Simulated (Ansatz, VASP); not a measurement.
# One calculation of AlBP2, two programs

```
B P Al
1.0
     3.46365    0.00000    0.00000
     0.00000    3.46365    0.00000
     0.00000    0.00000    5.18619
B P Al
1 2 1
Direct
  0.00000 0.00000 0.00000
  0.00000 0.50000 0.20779
  0.50000 0.00000 0.79221
  0.50000 0.50000 0.50000
```

Alike in both runs: task single point; functional PBE; k mesh 6 × 6 × 4; no spin polarisation.

```csv
,VASP,Ansatz
version,VASP 6.6.1,Ansatz 0.2.0
potentials or method,"VASP PAW PBE potentials, release 64 (B, P, Al)","plane waves, PAW"
plane-wave cutoff (eV),520,420
occupations,"gaussian, width 0.01 eV",fixed
valence electrons in the cell,16,16
```

VASP gave:

* gap on the k mesh at the Fermi level (eV): 0.70
* pressure (GPa): 3.5
* rms of the force components (eV/Å): 0.028

Problem. What did Ansatz give for the same quantities?

Solution. gap on the k mesh at the Fermi level (eV): 0.71; pressure (GPa): 3.7; rms of the force components (eV/Å): 0.028.
